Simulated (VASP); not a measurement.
# Pb (Fm-3m) in VASP: notebook

Aim: see how the results for Pb move with the level of theory and the settings. Levels: BLYP+D4, PBEsol, PBEsol+D3(BJ). Tasks: relaxation of cell and atoms, single point.

Everything below comes from runs of VASP 6.6.1. Logs are shortened: lines on timing, memory, paths and dates and some standing lists are left out, and cuts for length are marked.

## Step 1: The cell of the first run

The structure is cubic, space group Fm-3m (No. 225). Conventional cell: a = 4.950 Å, b = 4.950 Å, c = 4.950 Å, α = 90.00°, β = 90.00°, γ = 90.00°. Pb (site symmetry m-3m) has 12 Pb at 3.50 Å within 4.6 Å.

## Step 2: Relaxation of cell and atoms, BLYP+D4

INCAR

```
SYSTEM = Pb
AGGAC = 1.0
AGGAX = 1.0
ALDAC = 0.0
ALDAX = 1.0
ALGO = Normal
EDIFF = 1E-6
EDIFFG = -0.01
ENCUT = 600
GGA = B5
IBRION = 2
ISIF = 3
ISMEAR = -1
IVDW = 13
LASPH = .True.
LCHARG = .False.
LREAL = .False.
LWAVE = .False.
NELM = 100
NSW = 80
PREC = Accurate
SIGMA = 0.05
VDW_A1 = 0.44488865
VDW_A2 = 4.0933009
VDW_S6 = 1.0
VDW_S8 = 2.34076671
```

KPOINTS

```
k-points
0
Gamma
  9 9 9
  0 0 0
```

POSCAR

```
Pb
1.0
    0.0000000000      2.4750200000      2.4750200000
    2.4750200000      0.0000000000      2.4750200000
    2.4750200000      2.4750200000      0.0000000000
Pb
1
Direct
    0.0000000000      0.0000000000      0.0000000000
```

Potentials or basis: VASP PAW PBE potentials, release 64 (Pb_d).

On the command line:

```console
> cat potpaw_PBE.64/Pb_d/POTCAR > POTCAR
> mpirun -np 1 vasp_std > vasp.out
```

OUTCAR:

```text
SYSTEM = Pb
   EDIFF = 1E-6
   EDIFFG = -0.01
   ENCUT = 600
   GGA = B5
   IBRION = 2
   ISIF = 3
   ISMEAR = -1
   IVDW = 13
   LASPH = .True.
   LREAL = .False.
   NELM = 100
   NSW = 80
   PREC = Accurate

 ion  position               nearest neighbor table
   1  0.000  0.000  0.000-

  LATTYP: Found a face centered cubic cell.
 ALAT       =     4.9500400000

  Lattice vectors:

 A1 = (   0.0000000000,   2.4750200000,   2.4750200000)
 A2 = (   2.4750200000,   0.0000000000,   2.4750200000)
 A3 = (   2.4750200000,   2.4750200000,   0.0000000000)

Analysis of symmetry for initial positions (statically):
[... 5 lines left out ...]
 face centered cubic supercell.

 Subroutine GETGRP returns: Found 48 space group operations
 (whereof 48 operations were pure point group operations)
 out of a pool of 48 trial point group operations.

The static configuration has the point symmetry O_h .

Analysis of symmetry for dynamics (positions and initial velocities):
[... 5 lines left out ...]
 face centered cubic supercell.

 Subroutine GETGRP returns: Found 48 space group operations
 (whereof 48 operations were pure point group operations)
 out of a pool of 48 trial point group operations.

The dynamic configuration has the point symmetry O_h .

 Subroutine INISYM returns: Found 48 space group operations
 (whereof 48 operations are pure point group operations),
 and found     1 'primitive' translations

----------------------------------------------------------------------------------------

                                     Primitive cell

  volume of cell :      30.3226

  direct lattice vectors                    reciprocal lattice vectors
     0.000000000  2.475020000  2.475020000    -0.202018570  0.202018570  0.202018570
     2.475020000  0.000000000  2.475020000     0.202018570 -0.202018570  0.202018570
     2.475020000  2.475020000  0.000000000     0.202018570  0.202018570 -0.202018570

  length of vectors
     3.500206851  3.500206851  3.500206851     0.349906427  0.349906427  0.349906427

  position of ions in fractional coordinates (direct lattice)
     0.000000000  0.000000000  0.000000000

  ion indices of the primitive-cell ions
   primitive index   ion index
                 1           1

----------------------------------------------------------------------------------------

 KPOINTS: k-points

Automatic generation of k-mesh.
 Grid dimensions read from file:
 generate k-points for:    9    9    9

 Generating k-lattice:

  Cartesian coordinates                     Fractional coordinates (reciprocal lattice)
    -0.022446508  0.022446508  0.022446508     0.111111111  0.000000000  0.000000000
     0.022446508 -0.022446508  0.022446508     0.000000000  0.111111111  0.000000000
     0.022446508  0.022446508 -0.022446508     0.000000000  0.000000000  0.111111111

  Length of vectors
     0.038878492  0.038878492  0.038878492

  Shift w.r.t. Gamma in fractional coordinates (k-lattice)
     0.000000000  0.000000000  0.000000000

 Subroutine IBZKPT returns following result:
 ===========================================

 Found     35 irreducible k-points:

 Following reciprocal coordinates:
            Coordinates               Weight
  0.000000  0.000000  0.000000      1.000000
  0.111111  0.000000  0.000000      8.000000
  0.222222  0.000000  0.000000      8.000000
  0.333333  0.000000  0.000000      8.000000
  0.444444  0.000000  0.000000      8.000000
  0.111111  0.111111  0.000000      6.000000
[... 16 lines left out ...]
 -0.333333  0.333333  0.000000     12.000000
  0.444444  0.444444  0.000000      6.000000
 [... further k-points ...]
   k-points           NKPTS =     35   k-points in BZ     NKDIM =     35   number of bands    NBANDS=     11
   number of dos      NEDOS =    301   number of ions     NIONS =      1
   total plane-waves  NPLWV =  21952
   dimension x,y,z NGX =    28 NGY =   28 NGZ =   28
   dimension x,y,z NGXF=    56 NGYF=   56 NGZF=   56
   ions per type =               1
   NGX,Y,Z   is equivalent  to a cutoff of  13.30, 13.30, 13.30 a.u.
   NGXF,Y,Z  is equivalent  to a cutoff of  26.60, 26.60, 26.60 a.u.
 SYSTEM =  Pb
   PREC   = accura    normal or accurate (medium, high low for compatibility)
   ISTART =      0    job   : 0-new  1-cont  2-samecut
   ICHARG =      2    charge: 1-file 2-atom 10-const
   ISPIN  =      1    spin polarized calculation?
   LNONCOLLINEAR =      F non collinear calculations
   LSORBIT =      F    spin-orbit coupling
   LASPH  =      T    aspherical Exc in radial PAW
   ENCUT  =  600.0 eV  44.10 Ry    6.64 a.u.   6.99  6.99  6.99*2*pi/ulx,y,z
   NELM   =    100;   NELMIN=  2; NELMDL= -5     # of ELM steps
   EDIFF  = 0.1E-05   stopping-criterion for ELM
   LREAL  =      F    real-space projection
   EDIFFG = -.1E-01   stopping-criterion for IOM
   NSW    =     80    number of steps for IOM
   IBRION =      2    ionic relax: 0-MD 1-quasi-New 2-CG
   NFREE  =      1    steps in history (QN), initial steepest desc. (CG)
   ISIF   =      3    stress and relaxation
   ISYM   =      2    0-nonsym 1-usesym 2-fastsym
   POTIM  = 0.5000    time-step for ionic-motion
   TEBEG  =    0.0;   TEEND  =   0.0 temperature during run
   PSTRESS=    0.0 pullay stress
   NELECT =      14.0000    total number of electrons
   NUPDOWN=      -1.0000    fix difference up-down
   EMIN   =  10.00;   EMAX   =-10.00  energy-range for DOS
   EFERMI =   0.00;   METHOD = LEGACY
   ISMEAR =    -1;   SIGMA  =   0.05  broadening in eV -4-tet -1-fermi 0-gaus
   EFERMI_NEDOS =   21; number of points for ismear=-14 and -15
   IALGO  =     38    algorithm
   IMIX   =      4    mixing-type and parameters
     AMIX     =   0.40;   BMIX     =  1.00
     AMIX_MAG =   1.60;   BMIX_MAG =  1.00
  volume/ion in A,a.u.               =      30.32       204.63
  Fermi-wavevector in a.u.,A,eV,Ry     =   1.265306  2.391081 21.782907  1.600999
  Thomas-Fermi vector in A             =   2.398566
   LORBIT       =      0    0 simple, 1 ext, 2 COOP (PROOUT), +10 PAW based schemes
   GGA     = B5    functional components
   LHFCALC =     F    Hartree Fock is set to
   AEXX    =    0.0000 exact exchange contribution
   IVDW    =    13    specifies the selected vdW correction
   LEPSILON=     F    determine dielectric tensor
   LRPA    =     F    only Hartree local field effects (RPA)
 conjugate gradient relaxation of ions
 non-spin polarized calculation
  energy-cutoff  :      600.00
  volume of cell :       30.32
 maximum number of plane-waves:      1022
   NGX = 13   NGY = 13   NGZ = 13

--------------------------------------- Ionic step        1  -------------------------------------------

 number of electron      13.9999999 magnetization

 Free energy of the ion-electron system (eV)
  ---------------------------------------------------
  ext. energy  EPLUGINS =         0.00000000
  ---------------------------------------------------
  free energy    TOTEN  =        -2.81392989 eV

  energy without entropy =       -2.81057578  energy(sigma->0) =       -2.81225284

------------------------ aborting loop because EDIFF is reached ----------------------------------------

  DFT-D4 for vdW energy calculation

  Edisp (eV):   -0.79063

  FORCE on cell =-STRESS in cart. coord.  units (eV):
  Direction    XX          YY          ZZ          XY          YZ          ZX
  --------------------------------------------------------------------------------------
  -------------------------------------------------------------------------------------
  Total       0.37451     0.37451     0.37451    -0.00000    -0.00000     0.00000
  in kB      19.78805    19.78805    19.78805    -0.00000    -0.00000     0.00000
  external pressure =       19.79 kB  Pullay stress =        0.00 kB
[... 59 lines left out ...]
  energy  without entropy=       -3.6087328939  energy(sigma->0) =       -3.61036894

--------------------------------------- Ionic step        3  -------------------------------------------

 number of electron      14.0000002 magnetization

 Free energy of the ion-electron system (eV)
  ---------------------------------------------------
  ext. energy  EPLUGINS =         0.00000000
  ---------------------------------------------------
  free energy    TOTEN  =        -2.85430400 eV

  energy without entropy =       -2.85094752  energy(sigma->0) =       -2.85262576

 E-fermi :   7.1843     XC(G=0):  -9.3946

 val. band max:        7.1453929231   @ k =   0.3333   0.3333   0.0000
 cond. band min:       7.2198546794   @ k =  -0.2222   0.3333   0.1111
 fundamental gap:      0.0744617564
 Fermi energy:         7.1842624441

 k-point     1 :       0.0000    0.0000    0.0000
  band No.  band energies     occupation
      1      -9.7504      2.00000
      2      -9.7504      2.00000
      3      -9.7504      2.00000
      4      -9.6255      2.00000
      5      -9.6255      2.00000
      6      -4.2105      2.00000
      7      14.1944      0.00000
      8      14.1944      0.00000
      9      14.1944      0.00000
     10      17.3206      0.00000
     11      18.5600      0.00000
[... 309 lines left out ...]
 k-point    24 :       0.4444    0.4444    0.0000
  band No.  band energies     occupation
      1      -9.8876      2.00000
      2      -9.8025      2.00000
      3      -9.5179      2.00000
      4      -9.4831      2.00000
      5      -9.4831      2.00000
      6       0.0104      2.00000
      7       4.7106      2.00000
      8       9.3268      0.00000
      9       9.3268      0.00000
     10      13.0350      0.00000
     11      14.1365      0.00000

 [... further k-points ...]

------------------------ aborting loop because EDIFF is reached ----------------------------------------

  DFT-D4 for vdW energy calculation

  Edisp (eV):   -0.75814

  FORCE on cell =-STRESS in cart. coord.  units (eV):
  Direction    XX          YY          ZZ          XY          YZ          ZX
  --------------------------------------------------------------------------------------
  -------------------------------------------------------------------------------------
  Total       0.00372     0.00372     0.00372     0.00000    -0.00000     0.00000
  in kB       0.18820     0.18820     0.18820     0.00000    -0.00000     0.00000
  external pressure =        0.19 kB  Pullay stress =        0.00 kB
[... 16 lines left out ...]
  FREE ENERGIE OF THE ION-ELECTRON SYSTEM (eV)
  ---------------------------------------------------
  free  energy   TOTEN  =        -3.6124412770 eV

  energy  without entropy=       -3.6090847969  energy(sigma->0) =       -3.61076304

 reached required accuracy - stopping structural energy minimisation
```

It took 79 s on 1 thread of AMD EPYC, shared host; peak memory 0.14 GiB.

What came out:

* Free energy: -3.6124 eV
* Relaxed volume: 31.65 Å³/atom
* Relaxed cell: a = 3.551 Å, b = 3.551 Å, c = 3.551 Å, α = 60.00°, β = 60.00°, γ = 60.00°
* Space group after relaxing (to 0.05 Å): Fm-3m (No. 225)
* Energy gained by relaxing: 7.9 meV/atom
* Ionic steps: 3
* Pressure after relaxing: 0.0 GPa
* Band gap on the k mesh: zero (band 7 reaches 14.19 eV, above the bottom of band 8 at 5.88 eV)
* Dispersion energy per atom: -0.758 eV

The path:
| step | energy change (eV) | largest force (eV/Å) | pressure (GPa) | volume (Å³) |
| --- | --- | --- | --- | --- |
| 1 | 0.0000 | 0.0000 | 1.98 | 30.32 |
| 2 | -0.0074 | 0.0000 | -0.43 | 32.00 |
| 3 | -0.0079 | 0.0000 | 0.02 | 31.65 |

Final structure:
```yaml
crystal:
  lattice:
    - [0.00000, 2.51073, 2.51073]
    - [2.51073, 0.00000, 2.51073]
    - [2.51073, 2.51073, 0.00000]
  atoms:
    - { symbol: Pb, position: [0.00000, 0.00000, 0.00000] }
```

Caveat: the PAW data sets were made with another functional, which shifts forces and pressure a little; spin-orbit coupling is left out, which moves the levels of the heavy elements; pairwise dispersion overbinds metals, which lowers pressure and volume.

## Step 3: Single point, PBEsol (volume scaled by 1.06)

INCAR

```
ALGO = Normal
EDIFF = 1E-6
ENCUT = 520
GGA = PS
ISIF = 2
ISMEAR = -1
LASPH = True
LCHARG = False
LREAL = False
LWAVE = False
NBANDS = 13
NELM = 60
PREC = Accurate
SIGMA = 0.05
```

KPOINTS

```
k-points
0
Gamma
  9 9 9
```

POSCAR

```
Pb
1.0
    0.0000000000      2.5235621278      2.5235621278
    2.5235621278      0.0000000000      2.5235621278
    2.5235621278      2.5235621278      0.0000000000
Pb
1
Direct
    0.0000000000      0.0000000000      0.0000000000
```

Potentials or basis: VASP PAW PBE potentials, release 64 (Pb_d).

On the command line:

```console
> cat potpaw_PBE.64/Pb_d/POTCAR > POTCAR
> mpirun -np 1 vasp_std > vasp.out
```

It took 11 s on 1 thread of AMD EPYC 7R43 (Zen 3), shared host; peak memory 0.12 GiB.

It converged, with:

```yaml
Free_energy: -3.9967 eV
Pressure: -2.9 GPa
Band_gap_on_the_k_mesh: zero (band 7 reaches 13.43 eV, above the bottom of band 8 at 5.03 eV)
```

Levels at points of the mesh, in eV from the Fermi level:
```tsv
k point	band 4	band 5	band 6	band 7	band 8	band 9	band 10	band 11
(0.00, 0.00, 0.00)	-16.70	-16.70	-11.25	7.09	7.09	7.09	9.86	10.71
```

Caveat: the cell differs from its parent crystal (volume scaled by 1.06); the PAW data sets were made with another functional, which shifts forces and pressure a little; spin-orbit coupling is left out, which moves the levels of the heavy elements.

[end of part 1 of 2]
